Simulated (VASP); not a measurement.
## ScPd3: electric field gradients with LDA

Crystal: ScPd3.

```
CELL_PARAMETERS angstrom
3.90273 0.00000 0.00000
0.00000 3.90273 0.00000
0.00000 0.00000 3.90273
ATOMIC_POSITIONS crystal
Sc 0.00000 0.00000 0.00000
Pd 0.00000 0.50000 0.50000
Pd 0.50000 0.00000 0.50000
Pd 0.50000 0.50000 0.00000
```

| Quantity | Value |
| --- | --- |
| Program | VASP 6.6.1 |
| Task | electric field gradients |
| Functional | LDA |
| Potentials or basis | VASP PAW LDA potentials, release 64 (Sc_sv, Pd_sv_GW) |
| Cutoff | 470 eV |
| k mesh | 12 × 12 × 12 |
| Occupations | fermi-dirac, width 0.15 eV |
| Spin | no spin polarisation |
| Dipole correction | no |
| Further INCAR settings | ALGO = Normal; EDIFF = 1e-08; NBANDS = 40 |

* Pressure: -1.9 GPa
* Band gap on the k mesh: zero (an odd number of electrons rules out a gap without spin polarisation)
* Largest electric field gradient by atom: Sc -0.0; Pd -74.2 V/Å²

Levels at points of the mesh, in eV from the Fermi level:
| k point | band 29 | band 30 | band 31 | band 32 | band 33 | band 34 | band 35 | band 36 | band 37 | band 38 |
| --- | --- | --- | --- | --- | --- | --- | --- | --- | --- | --- |
| (0.00, 0.00, 0.00) | -0.39 | 0.07 | 0.07 | 0.07 | 3.11 | 3.11 | 3.36 | 3.36 | 3.36 | 4.17 |
| (0.50, 0.00, 0.00) | -1.85 | -1.75 | -1.71 | -0.90 | 0.07 | 1.76 | 1.76 | 2.43 | 2.92 | 4.05 |
| (0.50, 0.50, 0.00) | -2.12 | -2.12 | -1.66 | -1.52 | -0.87 | 2.19 | 2.19 | 2.27 | 2.27 | 2.88 |
| (0.50, 0.50, 0.50) | -0.29 | -0.29 | -0.29 | 0.71 | 1.11 | 1.11 | 1.11 | 2.61 | 2.61 | 2.61 |

Electric field gradients, principal values (V/Å²):
| atom | least | middle | greatest (by size) |
| --- | --- | --- | --- |
| 1 Sc | 0.000 | 0.000 | 0.000 |
| 2 Pd | 37.113 | 37.113 | -74.226 |
| 3 Pd | 37.113 | 37.113 | -74.226 |
| 4 Pd | 37.113 | 37.113 | -74.226 |

It took 110 s on 1 thread of AMD EPYC 9R45 96-Core Processor (Zen 5), on a shared host, peak memory 0.24 GiB.

Caveat: without QUAD_EFG the Cq values of the log hold for a quadrupole moment of 1 mb, not for the nuclei.
